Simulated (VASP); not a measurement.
# SnO2 (C222_1) in VASP: further runs

The runs below take SnO2 through single point, with PBE+D3(BJ).

Everything below comes from runs of VASP 6.6.1. Logs are shortened: lines on timing, memory, paths and dates and some standing lists are left out, and cuts for length are marked.

## 1. The cell of the first run

The structure is orthorhombic, space group C222_1 (No. 20). Conventional cell: a = 3.158 Å, b = 5.469 Å, c = 10.161 Å, α = 90.00°, β = 90.00°, γ = 90.00°. Sn (site symmetry 2) has 6 O at 2.08 Å within 2.8 Å. Within 2.8 Å of O (site symmetry 1) lie 3 Sn at 2.08 Å and 3 O at 2.70 Å.

## 2. Single point, PBE+D3(BJ)

The input, INCAR:

```
SYSTEM = SnO2
ALGO = Normal
EDIFF = 1E-7
ENCUT = 520
GGA = PE
ISIF = 2
ISMEAR = 0
IVDW = 12
LASPH = .TRUE.
LCHARG = .TRUE.
LELF = .TRUE.
LREAL = .FALSE.
LVHAR = .TRUE.
LWAVE = .FALSE.
NBANDS = 35
NELM = 80
PREC = Accurate
SIGMA = 0.05
```

The input, KPOINTS:

```
k-points
0
G
  12 12 4
  0 0 0
```

The input, POSCAR:

```
SnO2
1.0
    3.1575531076      0.0000000000      0.0000000000
   -1.5787765538      2.7345212049      0.0000000000
    0.0000000000      0.0000000000     10.1605007849
Sn O
2 4
Direct
   -0.0389919738      0.0000000000      0.5000000000
    0.0389919738      0.0000000000      0.0000000000
    0.6271796222      0.3333333333      0.4017901351
    0.7061537111      0.3333333333      0.0982098649
    0.2938462889      0.6666666667      0.5982098649
    0.3728203778      0.6666666667      0.9017901351
```

Potentials or basis: VASP PAW PBE potentials, release 64 (Sn_d, O).

The run is started by

```bash
> cat potpaw_PBE.64/Sn_d/POTCAR potpaw_PBE.64/O/POTCAR > POTCAR
> mpirun -np 1 vasp_std > vasp.out
```

OUTCAR:

```text
SYSTEM = SnO2
   EDIFF = 1E-7
   ENCUT = 520
   GGA = PE
   ISIF = 2
   ISMEAR = 0
   IVDW = 12
   LASPH = .TRUE.
   LREAL = .FALSE.
   NELM = 80
   PREC = Accurate
 IVDW          = 12

 ion  position               nearest neighbor table
   1  0.961  0.000  0.500-   5 2.08   3 2.08   5 2.08   3 2.08   3 2.08   5 2.08
   2  0.039  0.000  0.000-   4 2.08   6 2.08   4 2.08   6 2.08   6 2.08   4 2.08
   3  0.627  0.333  0.402-   1 2.08   1 2.08   1 2.08
   4  0.706  0.333  0.098-   2 2.08   2 2.08   2 2.08
   5  0.294  0.667  0.598-   1 2.08   1 2.08   1 2.08
   6  0.373  0.667  0.902-   2 2.08   2 2.08   2 2.08

  LATTYP: Found a hexagonal cell.
 ALAT       =     3.1575531076
 C/A-ratio  =     3.2178400295

  Lattice vectors:

 A1 = (   3.1575531076,   0.0000000000,   0.0000000000)
 A2 = (  -1.5787765538,   2.7345212049,   0.0000000000)
 A3 = (   0.0000000000,   0.0000000000,  10.1605007849)

Analysis of symmetry for initial positions (statically):
=====================================================================
 Subroutine PRICEL returns:
 Original cell was already a primitive cell.

 Routine SETGRP: Setting up the symmetry group for a
 hexagonal supercell.

 Subroutine GETGRP returns: Found  4 space group operations
 (whereof  2 operations were pure point group operations)
 out of a pool of 24 trial point group operations.

The static configuration has the point symmetry C_2 .
 The point group associated with its full space group is D_2 .

Analysis of symmetry for dynamics (positions and initial velocities):
=====================================================================
 Subroutine PRICEL returns:
 Original cell was already a primitive cell.

 Routine SETGRP: Setting up the symmetry group for a
 hexagonal supercell.

 Subroutine GETGRP returns: Found  4 space group operations
 (whereof  2 operations were pure point group operations)
 out of a pool of 24 trial point group operations.

The dynamic configuration has the point symmetry C_2 .
 The point group associated with its full space group is D_2 .

 Subroutine INISYM returns: Found  4 space group operations
 (whereof  2 operations are pure point group operations),
 and found     1 'primitive' translations

----------------------------------------------------------------------------------------
[... 101 lines left out ...]
   EDIFF  = 0.1E-06   stopping-criterion for ELM
   LREAL  =      F    real-space projection
   EDIFFG = 0.1E-05   stopping-criterion for IOM
   NSW    =      0    number of steps for IOM
   IBRION =     -1    ionic relax: 0-MD 1-quasi-New 2-CG
   NFREE  =      0    steps in history (QN), initial steepest desc. (CG)
   ISIF   =      2    stress and relaxation
   ISYM   =      2    0-nonsym 1-usesym 2-fastsym
   POTIM  = 0.5000    time-step for ionic-motion
   TEBEG  =    0.0;   TEEND  =   0.0 temperature during run
   PSTRESS=    0.0 pullay stress
   NELECT =      52.0000    total number of electrons
   NUPDOWN=      -1.0000    fix difference up-down
   EMIN   =  10.00;   EMAX   =-10.00  energy-range for DOS
   EFERMI =   0.00;   METHOD = LEGACY
   ISMEAR =     0;   SIGMA  =   0.05  broadening in eV -4-tet -1-fermi 0-gaus
   EFERMI_NEDOS =   21; number of points for ismear=-14 and -15
   IALGO  =     38    algorithm
   IMIX   =      4    mixing-type and parameters
     AMIX     =   0.40;   BMIX     =  1.00
     AMIX_MAG =   1.60;   BMIX_MAG =  1.00
  volume/ion in A,a.u.               =      14.62        98.67
  Fermi-wavevector in a.u.,A,eV,Ry     =   1.375182  2.598718 25.730334  1.891126
  Thomas-Fermi vector in A             =   2.500541
   LORBIT       =      0    0 simple, 1 ext, 2 COOP (PROOUT), +10 PAW based schemes
   GGA     = PE    functional components
   LHFCALC =     F    Hartree Fock is set to
   AEXX    =    0.0000 exact exchange contribution
   IVDW    =    12    specifies the selected vdW correction
   LEPSILON=     F    determine dielectric tensor
   LRPA    =     F    only Hartree local field effects (RPA)
 non-spin polarized calculation
 Gauss-broadening in eV      SIGMA  =   0.05
  energy-cutoff  :      520.00
  volume of cell :       87.73
 maximum number of plane-waves:      2386
   NGX = 11   NGY = 11   NGZ = 37

 number of electron      51.9999998 magnetization

 Free energy of the ion-electron system (eV)
  ---------------------------------------------------
  ext. energy  EPLUGINS =         0.00000000
  ---------------------------------------------------
  free energy    TOTEN  =       -36.12596162 eV

  energy without entropy =      -36.12596162  energy(sigma->0) =      -36.12596162

 E-fermi :   3.4153     XC(G=0):  -9.7630

 val. band max:        3.2001475034   @ k =   0.2500   0.2500   0.0000
 cond. band min:       5.5865023889   @ k =   0.0000   0.0000   0.0000
 fundamental gap:      2.3863548856
 Fermi energy:         3.4152623106

 k-point     1 :       0.0000    0.0000    0.0000
  band No.  band energies     occupation
      1     -16.9483      2.00000
      2     -16.9449      2.00000
      3     -16.6187      2.00000
      4     -16.6187      2.00000
      5     -16.6186      2.00000
      6     -16.6186      2.00000
[... 901 lines left out ...]
     34      15.3007      0.00000
     35      15.5360      0.00000

 [... further k-points ...]

------------------------ aborting loop because EDIFF is reached ----------------------------------------

 Edisp (eV)   -1.04227

 E8    (eV) :    -0.4085

  FORCE on cell =-STRESS in cart. coord.  units (eV):
  Direction    XX          YY          ZZ          XY          YZ          ZX
  --------------------------------------------------------------------------------------
  -------------------------------------------------------------------------------------
  Total       5.59383     5.57858     2.64046     0.00000     0.00000     0.00000
  in kB     102.15816   101.87963    48.22175     0.00000     0.00000     0.00000
  external pressure =       84.09 kB  Pullay stress =        0.00 kB

 VOLUME and BASIS-vectors are now :
 -----------------------------------------------------------------------------
  energy-cutoff  :      520.00
  volume of cell :       87.73
      direct lattice vectors                 reciprocal lattice vectors
     3.157553108  0.000000000  0.000000000     0.316700928  0.182847366  0.000000000
    -1.578776554  2.734521205  0.000000000     0.000000000  0.365694732  0.000000000
     0.000000000  0.000000000 10.160500785     0.000000000  0.000000000  0.098420346

 POSITION                                       TOTAL-FORCE (eV/Angst)
 -----------------------------------------------------------------------------------
      3.03443      0.00000      5.08025        -0.030931     -0.000000      0.000000
      0.12312      0.00000      0.00000         0.030931     -0.000000      0.000000
      1.45409      0.91151      4.08239        -0.001769     -0.000533     -0.667083
      1.70346      0.91151      0.99786         0.001769     -0.000533      0.667083
     -0.12468      1.82301      6.07811        -0.001769      0.000533      0.667083
      0.12468      1.82301      9.16264         0.001769      0.000533     -0.667083
 -----------------------------------------------------------------------------------
    total drift:                                0.000000      0.000000     -0.000000

  FREE ENERGIE OF THE ION-ELECTRON SYSTEM (eV)
  ---------------------------------------------------
  free  energy   TOTEN  =       -37.1682280774 eV

  energy  without entropy=      -37.1682280774  energy(sigma->0) =      -37.16822808
```

stdout:

```text
POSCAR found type information on POSCAR SnO
 POSCAR found :  2 types and       6 ions
 scaLAPACK will be used
 LDA part: xc-table for (Slater+PW92), standard interpolation
 POSCAR, INCAR and KPOINTS ok, starting setup
 FFT: planning ... GRIDC
 FFT: planning ... GRID_SOFT
 FFT: planning ... GRID
 WAVECAR not read
 entering main loop
```

It took 2.8 min on 1 thread of Intel Xeon 6975P-C (Granite Rapids), shared host; peak memory 0.44 GiB.

What came out:

- Free energy: -37.1682 eV
- Pressure: 8.4 GPa
- Largest force: 0.667 eV/Å
- Band gap on the k mesh: 2.39 eV, indirect (least direct gap 2.83 eV)
- Dispersion energy per atom: -0.174 eV

Forces on the atoms (eV/Å):
```
Sn  -0.031  0.000  0.000
Sn   0.031  0.000  0.000
O   -0.002 -0.001 -0.667
O    0.002 -0.001  0.667
O   -0.002  0.001  0.667
O    0.002  0.001 -0.667
```

Stress tensor (GPa, compression positive):
```
10.22  0.00  0.00
 0.00 10.19  0.00
 0.00  0.00  4.82
```

Levels at points of the mesh, in eV from the valence-band top:
```
           k point  band 22  band 23  band 24  band 25  band 26  band 27  band 28  band 29  band 30  band 31
(0.00, 0.00, 0.00)    -0.94    -0.94    -0.90    -0.90    -0.45     2.39     3.34     5.67     6.12    10.92
(0.50, 0.00, 0.00)    -1.25    -0.65    -0.62    -0.55    -0.08     5.63     5.83     7.17     7.95    10.26
(0.00, 0.50, 0.00)    -1.25    -0.65    -0.62    -0.55    -0.07     5.63     5.83     7.16     7.97    10.24
(0.00, 0.00, 0.50)    -0.92    -0.92    -0.92    -0.90    -0.90     2.87     2.87     5.91     5.91    10.94
(0.50, 0.00, 0.50)    -1.51    -0.59    -0.59    -0.32    -0.32     5.73     5.73     7.53     7.53    10.46
(0.00, 0.50, 0.50)    -1.52    -0.59    -0.59    -0.32    -0.32     5.73     5.73     7.54     7.54    10.44
```

Caveat: spin-orbit coupling is left out, which moves the levels of the heavy elements. A k mesh can miss the band edges.

## 3. Single point, PBE+D3(BJ)

The input, INCAR:

```
ALGO = Normal
EDIFF = 1E-7
ENCUT = 520
GGA = PE
ISIF = 2
ISMEAR = 0
IVDW = 12
LASPH = True
LCHARG = True
LELF = True
LREAL = False
LVHAR = True
LWAVE = False
NBANDS = 35
NELM = 60
PREC = Accurate
SIGMA = 0.05
```

The input, KPOINTS:

```
k-points
0
Gamma
  12 12 4
```

The input, POSCAR:

```
SnO2
1.0
    3.1575531076      0.0000000000      0.0000000000
   -1.5787765538      2.7345212049      0.0000000000
    0.0000000000      0.0000000000     10.1605007849
Sn O
2 4
Direct
   -0.1949598692      0.0000000000      0.5000000000
    0.1949598692      0.0000000000      0.0000000000
    0.4692314443      0.3333333333      0.4017901351
    0.8641018891      0.3333333333      0.0982098649
    0.1358981109      0.6666666667      0.5982098649
    0.5307685557      0.6666666667      0.9017901351
```

Potentials or basis: VASP PAW PBE potentials, release 64 (Sn_d, O).

The run is started by

```bash
> cat potpaw_PBE.64/Sn_d/POTCAR potpaw_PBE.64/O/POTCAR > POTCAR
> mpirun -np 1 vasp_std > vasp.out
```

OUTCAR:

```text
EDIFF = 1E-7
   ENCUT = 520
   GGA = PE
   ISIF = 2
   ISMEAR = 0
   IVDW = 12
   LASPH = True
   LREAL = False
   NELM = 60
   PREC = Accurate
 IVDW          = 12

 ion  position               nearest neighbor table
   1  0.805  0.000  0.500-   5 2.07   3 2.07   3 2.08   5 2.08   3 2.08   5 2.08
   2  0.195  0.000  0.000-   4 2.07   6 2.07   6 2.08   4 2.08   6 2.08   4 2.08
   3  0.469  0.333  0.402-   1 2.07   1 2.08   1 2.08
   4  0.864  0.333  0.098-   2 2.07   2 2.08   2 2.08
   5  0.136  0.667  0.598-   1 2.07   1 2.08   1 2.08
[... 1126 lines left out ...]
  -------------------------------------------------------------------------------------
  Total       5.84219     5.62396     1.93077     0.00000     0.00000     0.00000
  in kB     106.69375   102.70834    35.26104     0.00000     0.00000     0.00000
  external pressure =       81.55 kB  Pullay stress =        0.00 kB

 VOLUME and BASIS-vectors are now :
 -----------------------------------------------------------------------------
  energy-cutoff  :      520.00
  volume of cell :       87.73
      direct lattice vectors                 reciprocal lattice vectors
     3.157553108  0.000000000  0.000000000     0.316700928  0.182847366  0.000000000
    -1.578776554  2.734521205  0.000000000     0.000000000  0.365694732  0.000000000
     0.000000000  0.000000000 10.160500785     0.000000000  0.000000000  0.098420346

 POSITION                                       TOTAL-FORCE (eV/Angst)
 -----------------------------------------------------------------------------------
      2.54196      0.00000      5.08025        -0.144086      0.000000      0.000000
      0.61560      0.00000      0.00000         0.144086      0.000000      0.000000
      0.95536      0.91151      4.08239         0.050161     -0.007373     -0.714814
      2.20219      0.91151      0.99786        -0.050161     -0.007373      0.714814
     -0.62341      1.82301      6.07811         0.050161      0.007373      0.714814
      0.62341      1.82301      9.16264        -0.050161      0.007373     -0.714814
 -----------------------------------------------------------------------------------
    total drift:                               -0.000000     -0.000000     -0.000000

  FREE ENERGIE OF THE ION-ELECTRON SYSTEM (eV)
  ---------------------------------------------------
  free  energy   TOTEN  =       -37.2274759601 eV

  energy  without entropy=      -37.2274759601  energy(sigma->0) =      -37.22747596
```

OSZICAR:

```text
N       E                     dE             d eps       ncg     rms          rms(c)
DAV:   1     0.648662566564E+03    0.64866E+03   -0.24892E+04  9762   0.220E+03
DAV:   2     0.615614753180E+02   -0.58710E+03   -0.55314E+03  9998   0.595E+02
DAV:   3    -0.370462643556E+02   -0.98608E+02   -0.97226E+02  9931   0.209E+02
DAV:   4    -0.421074504488E+02   -0.50612E+01   -0.50265E+01 11311   0.524E+01
DAV:   5    -0.422331679184E+02   -0.12572E+00   -0.12555E+00 10833   0.865E+00    0.156E+01
DAV:   6    -0.361040943759E+02    0.61291E+01   -0.17768E+01 13930   0.641E+01    0.645E+00
DAV:   7    -0.362177168916E+02   -0.11362E+00   -0.21880E+00  9686   0.844E+00    0.324E+00
DAV:   8    -0.361888599818E+02    0.28857E-01   -0.16176E-01 13837   0.412E+00    0.979E-01
DAV:   9    -0.361835596669E+02    0.53003E-02   -0.35175E-02 14328   0.289E+00    0.131E-01
DAV:  10    -0.361847210296E+02   -0.11614E-02   -0.50749E-03 11359   0.687E-01    0.560E-02
DAV:  11    -0.361848478489E+02   -0.12682E-03   -0.39397E-04 14014   0.220E-01    0.180E-02
DAV:  12    -0.361848589148E+02   -0.11066E-04   -0.54009E-05 11826   0.470E-02    0.141E-02
DAV:  13    -0.361848570443E+02    0.18705E-05   -0.11792E-05 12820   0.537E-02    0.105E-03
DAV:  14    -0.361848567118E+02    0.33248E-06   -0.11171E-06 12276   0.909E-03    0.905E-04
DAV:  15    -0.361848567146E+02   -0.28076E-08   -0.69539E-08  7376   0.383E-03
   1 F= -.37227476E+02 E0= -.37227476E+02  d E =-.758779E-20
```

stdout:

```text
POSCAR found type information on POSCAR SnO
 POSCAR found :  2 types and       6 ions
 scaLAPACK will be used
 LDA part: xc-table for (Slater+PW92), standard interpolation
 POSCAR, INCAR and KPOINTS ok, starting setup
 FFT: planning ... GRIDC
 FFT: planning ... GRID_SOFT
 FFT: planning ... GRID
 WAVECAR not read
 entering main loop
```

It took 2.4 min on 1 thread of Intel Xeon 6975P-C (Granite Rapids), shared host; peak memory 0.43 GiB.

Results:

- Free energy: -37.2275 eV
- Pressure: 8.2 GPa
- Largest force: 0.717 eV/Å
- Band gap on the k mesh: 2.51 eV, indirect (least direct gap 2.89 eV)
- Dispersion energy per atom: -0.174 eV

Forces on the atoms (eV/Å):
```
Sn  -0.144  0.000  0.000
Sn   0.144  0.000  0.000
O    0.050 -0.007 -0.715
O   -0.050 -0.007  0.715
O    0.050  0.007  0.715
O   -0.050  0.007 -0.715
```

Caveat: spin-orbit coupling is left out, which moves the levels of the heavy elements. A k mesh can miss the band edges.
